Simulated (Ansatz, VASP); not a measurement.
# Ba2SeO in VASP and in Ansatz

```xyz
4
Lattice="4.3566 0.0000 0.0000 0.0000 4.3566 0.0000 0.0000 0.0000 6.1722" Properties=species:S:1:pos:R:3 pbc="T T T"
O     0.0000    0.0000    0.0000
Ba    0.0000    0.0000    3.0861
Ba    2.1783    2.1783    0.0000
Se    2.1783    2.1783    3.0861
```

Alike in both runs: task single point; functional r2SCAN; k mesh 6 × 6 × 4; no spin polarisation.

|  | VASP | Ansatz |
| --- | --- | --- |
| version | VASP 6.6.1 | Ansatz 0.2.0 |
| potentials or method | VASP PAW PBE potentials, release 64 (O, Ba_sv, Se) | plane waves, PAW |
| plane-wave cutoff (eV) | 520 | 500 |
| occupations | gaussian, width 0.01 eV | fixed |
| valence electrons in the cell | 32 | 42 |

VASP gave:

| Property | Result |
| --- | --- |
| gap on the k mesh at the Fermi level (eV) | 1.73 |
| pressure (GPa) | 2.3 |

Problem. What did Ansatz give for the same quantities?

Solution. gap on the k mesh at the Fermi level (eV): 1.80; pressure (GPa): 1.5.

VASP's potentials were made for PBE, not for r2SCAN. VASP's potentials hold 32 valence electrons a cell and Ansatz's 42, so a difference there can come from the potentials and not from the codes.

Neither program's run includes spin-orbit coupling.
